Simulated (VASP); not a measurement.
BaS, 2 atoms in the cell. It takes space group Fm-3m (No. 225, cubic). Conventional cell: a = 6.388 Å, b = 6.388 Å, c = 6.388 Å, α = 90.00°, β = 90.00°, γ = 90.00°. Within 4.2 Å of Ba (site symmetry m-3m) lie 6 S at 3.19 Å. Within 4.2 Å of S (site symmetry m-3m) lie 6 Ba at 3.19 Å. 

| Property | Result |
| --- | --- |
| Program | VASP 6.6.1 |
| Task | relaxation of cell and atoms |
| Functional | LDA |
| Potentials or basis | VASP PAW LDA potentials, release 64 (Ba_sv, S) |
| Cutoff | 600 eV |
| k mesh | 8 × 8 × 8 |
| Occupations | fermi-dirac, width 0.02 eV |
| Spin | no spin polarisation |
| Dipole correction | no |
| Further INCAR settings | ALGO = Normal; EDIFF = 1e-06; IBRION = 2; EDIFFG = -0.01; NSW = 80; ISIF = 3 |

Potentials or basis: VASP PAW LDA potentials, release 64 (Ba_sv, S).

Launch:

```bash
$ cat potpaw_LDA.64/Ba_sv/POTCAR potpaw_LDA.64/S/POTCAR > POTCAR
$ mpirun -np 1 vasp_std > vasp.out
```

Hardware: 1 thread of AMD EPYC 7R13 Processor (Zen 3), on a shared host.

Question: How long does it take, and how much memory?

Answer: Wall time 47 s on 1 thread of AMD EPYC 7R13 Processor (Zen 3) (shared host), peak memory 0.16 GiB. Counts: scf iterations 26, k points 29, ion steps 3.
